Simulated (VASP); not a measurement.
Ti3Ag, 4 atoms in the cell. The typed cell holds 4 atoms: a = 4.121 Å, b = 4.121 Å, c = 4.117 Å, α = 90.00°, β = 90.00°, γ = 90.00°. 

* Program: VASP 6.6.1
* Task: single point
* Functional: r2SCAN
* Potentials or basis: VASP PAW PBE potentials, release 64 (Ti_sv, Ag)
* Cutoff: 520 eV
* k mesh: 10 × 10 × 10
* Occupations: gaussian, width 0.1 eV
* Spin: no spin polarisation
* Dipole correction: no
* Further INCAR settings: ALGO = Normal; EDIFF = 1e-06; NBANDS = 32

Potentials or basis: VASP PAW PBE potentials, release 64 (Ti_sv, Ag).

Launch:

```bash
$ cat potpaw_PBE.64/Ti_sv/POTCAR potpaw_PBE.64/Ag/POTCAR > POTCAR
$ cp INCAR.step1 INCAR
$ mpirun -np 1 vasp_std > vasp.out
$ cp INCAR.step2 INCAR
$ mpirun -np 1 vasp_std > vasp.out
```

Hardware: 1 thread of Intel(R) Xeon(R) 6975P-C (Granite Rapids), on a shared host.

Question: Estimate the wall time of this run.

Answer: Run time: 4.7 min on 1 thread of Intel(R) Xeon(R) 6975P-C (Granite Rapids), on a shared host, peak memory 0.35 GiB. Counts: k points 126.
